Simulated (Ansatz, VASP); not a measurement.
# SrAlO: VASP beside Ansatz

The input INCAR:

```
  ALGO = Normal
  EDIFF = 1E-6
  EDIFFG = -0.04
  ENCUT = 600
  GGA = PE
  IBRION = 2
  ISIF = 3
  ISMEAR = 0
  LASPH = T
  LCHARG = F
  LREAL = F
  LWAVE = F
  NELM = 60
  NSW = 90
  PREC = Accurate
  SIGMA = 0.1
```

KPOINTS

```
k-points
0
Gamma
  6 6 4
```

The input POSCAR:

```
SrAlO
1.0
    4.3838368700      0.0000000000      0.0000000000
   -2.1919184400      3.7965141000      0.0000000000
    0.0000000000      0.0000000000      6.7733765800
Sr Al O
2 2 2
Direct
    0.0000000000      0.0000000000      0.5000000000
    0.0000000000      0.0000000000      0.0000000000
    0.6666666700      0.3333333300      0.7500000000
    0.3333333300      0.6666666700      0.2500000000
    0.6666666700      0.3333333300      0.2500000000
    0.3333333300      0.6666666700      0.7500000000
```

Input for Ansatz:

```yaml
crystal:
  lattice:
    - [4.38383687, 0.0, 0.0]
    - [-2.19191844, 3.7965141, 0.0]
    - [0.0, 0.0, 6.77337658]
  atoms:
    - { symbol: Sr, position: [0.0, 0.0, 0.5] }
    - { symbol: Sr, position: [0.0, 0.0, 0.0] }
    - { symbol: Al, position: [0.66666667, 0.33333333, 0.75] }
    - { symbol: Al, position: [0.33333333, 0.66666667, 0.25] }
    - { symbol: O, position: [0.66666667, 0.33333333, 0.25] }
    - { symbol: O, position: [0.33333333, 0.66666667, 0.75] }
basis:
  ecutwfc: 420
kpoints:
  mp_grid: { grid: [6, 6, 4] }
hamiltonian:
  xc: pbe
scf:
  occupations: { method: gaussian, width: 0.1 }
  lower_state_search: "off"
output:
  forces: true
  stress: true
  eigenvalues: true
relax:
  adjacent_minimum: "off"
  f_tol: 0.04
  max_steps: 70
  cell: { stress_tol: 0.4 }
```

Change from the starting cell: species swapped into the CeZnIn type (P6_3/mmc, No. 194).

Alike in both runs: task relaxation of cell and atoms; functional PBE; k mesh 6 × 6 × 4; occupations gaussian, width 0.1 eV; no spin polarisation.

|  | VASP | Ansatz |
| --- | --- | --- |
| version | VASP 6.6.1 | Ansatz 0.2.0 |
| potentials or method | VASP PAW PBE potentials, release 64 (Sr_sv, Al, O), cutoff 600 eV | scalar-relativistic, plane waves, PAW |
| valence electrons in the cell | 38 | 38 |

Ansatz gave:

* gap on the k mesh at the Fermi level, each at its own relaxed structure (eV): none
* relaxed volume (Å³/atom): 20.13
* relaxed length of the cell vector where the two differ most in proportion (Å): 10.748

Task: What did VASP give for the same quantities?

Result: gap on the k mesh at the Fermi level, each at its own relaxed structure (eV): none; relaxed volume (Å³/atom): 19.45; relaxed length of the cell vector where the two differ most in proportion (Å): 9.635.

A gap of «none» marks a metal or a gap that the smearing closes. One of these differences is far larger than is usual between the two programs; its cause wasn't traced.
